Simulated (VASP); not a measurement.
ZrS: single point with r2SCAN

Crystal: ZrS.

```
Zr S
1.0
     0.00000    2.61246    2.61246
     2.61246    0.00000    2.61246
     2.61246    2.61246    0.00000
Zr S
1 1
Cartesian
  0.0000 0.0000 0.0000
  2.6125 2.6125 2.6125
```

```
Program                : VASP 6.6.1
Task                   : single point
Functional             : r2SCAN
Potentials or basis    : VASP PAW PBE potentials, release 64 (Zr_sv, S)
Cutoff                 : 520 eV
k mesh                 : 14 × 14 × 14
Occupations            : gaussian, width 0.1 eV
Spin                   : no spin polarisation
Dipole correction      : no
Further INCAR settings : ALGO = Normal; EDIFF = 1e-06; NBANDS = 16
```

| Quantity | Value |
| --- | --- |
| Pressure | 0.0 GPa |
| Band gap on the k mesh | zero (band 9 reaches 12.65 eV, above the bottom of band 10 at 9.66 eV) |

Levels at points of the mesh, in eV from the Fermi level:
| k point | band 6 | band 7 | band 8 | band 9 | band 10 | band 11 | band 12 | band 13 |
| --- | --- | --- | --- | --- | --- | --- | --- | --- |
| (0.00, 0.00, 0.00) | -4.01 | -4.01 | -4.01 | -1.47 | -1.47 | -1.47 | -0.72 | -0.72 |
| (0.50, 0.00, 0.00) | -8.59 | -6.51 | -6.51 | 1.52 | 1.52 | 1.88 | 2.09 | 5.89 |
| (0.50, 0.50, 0.00) | -6.81 | -4.98 | -4.98 | -3.61 | 0.53 | 2.43 | 2.43 | 3.10 |

Wall time 4.1 min on 1 thread of Intel Xeon 8259CL (shared host), peak memory 0.21 GiB.

Caveat: the PAW data sets were made with another functional, which shifts forces and pressure a little.
